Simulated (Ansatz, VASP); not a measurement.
**One calculation of In4Sb3As, two programs**

The input POSCAR:

```
In4Sb3As
1.0
    4.5177320346      0.0000000000      0.0000000000
    0.0000000000      4.5177320346      0.0000000000
    0.0000000000      0.0000000000     12.7412991008
As In Sb
1 4 3
Direct
    0.0000000000      0.0000000000      0.0000000000
    0.0000000000      0.5000000000      0.8876518365
    0.5000000000      0.0000000000      0.6294370928
    0.0000000000      0.5000000000      0.3705629072
    0.5000000000      0.0000000000      0.1123481635
    0.5000000000      0.5000000000      0.7584818472
    0.0000000000      0.0000000000      0.5000000000
    0.5000000000      0.5000000000      0.2415181528
```

File INCAR.step1:

```
PREC     = Accurate       # precision mode
ENCUT    = 520            # plane-wave cutoff, eV
ISMEAR   = -1             # smearing method
SIGMA    = 0.02           # smearing width, eV
LREAL    = False          # projectors in reciprocal space
LASPH    = True           # aspherical terms in the spheres
NELM     = 100            # most SCF steps
NBANDS   = 46             # bands
GGA      = PE             # functional
ALGO     = Normal         # electronic algorithm
EDIFF    = 1E-4           # SCF threshold, eV
LWAVE    = True           # write WAVECAR
LCHARG   = False          # write CHGCAR
```

INCAR.step2

```
PREC     = Accurate       # precision mode
ENCUT    = 520            # plane-wave cutoff, eV
EDIFF    = 1E-7           # SCF threshold, eV
ISMEAR   = -1             # smearing method
SIGMA    = 0.02           # smearing width, eV
LREAL    = False          # projectors in reciprocal space
LASPH    = True           # aspherical terms in the spheres
NELM     = 100            # most SCF steps
ALGO     = Normal         # electronic algorithm
ISIF     = 2              # what is computed and relaxed
LWAVE    = False          # write WAVECAR
LCHARG   = False          # write CHGCAR
METAGGA  = R2SCAN         # meta-GGA
LMIXTAU  = True         
NBANDS   = 46             # bands
ISTART   = 1
```

Contents of KPOINTS:

```
Automatic mesh
0
Gamma
  6 6 2
```

Input for Ansatz:

```yaml
crystal:
  lattice:
    - [4.5177320346, 0.0, 0.0]
    - [0.0, 4.5177320346, 0.0]
    - [0.0, 0.0, 12.7412991008]
  atoms:
    - { symbol: As, position: [0.0, 0.0, 0.0] }
    - { symbol: In, position: [0.0, 0.5, 0.8876518365] }
    - { symbol: Sb, position: [0.5, 0.5, 0.7584818472] }
    - { symbol: In, position: [0.5, 0.0, 0.6294370928] }
    - { symbol: Sb, position: [0.0, 0.0, 0.5] }
    - { symbol: In, position: [0.0, 0.5, 0.3705629072] }
    - { symbol: Sb, position: [0.5, 0.5, 0.2415181528] }
    - { symbol: In, position: [0.5, 0.0, 0.1123481635] }
kpoints:
  mp_grid: { grid: [6, 6, 2] }
hamiltonian:
  xc: r2scan
scf:
  occupations: { method: fermi_dirac, width: 0.02 }
  n_extra_bands: 6
output:
  forces: true
  stress: true
  eigenvalues: true
```

Alike in both runs: task single point; functional r2SCAN; k mesh 6 × 6 × 2; occupations fermi-dirac, width 0.02 eV; no spin polarisation.

|  | VASP | Ansatz |
| --- | --- | --- |
| version | VASP 6.6.1 | Ansatz 0.2.0 |
| potentials or method | VASP PAW PBE potentials, release 64 (As, In_d, Sb) | plane waves, PAW |
| plane-wave cutoff (eV) | 520 | 500 |
| valence electrons in the cell | 72 | 112 |

|  | VASP | Ansatz | Ansatz less VASP |
| --- | --- | --- | --- |
| pressure (GPa) | 1.5 | 1.4 | -0.01 |

VASP's potentials were made for PBE, not for r2SCAN. The functional is the same, so the differences come from potentials, cutoffs and numerics. VASP's potentials hold 72 valence electrons a cell and Ansatz's 112, so a difference there can come from the potentials and not from the codes.

Spin-orbit coupling is off throughout.
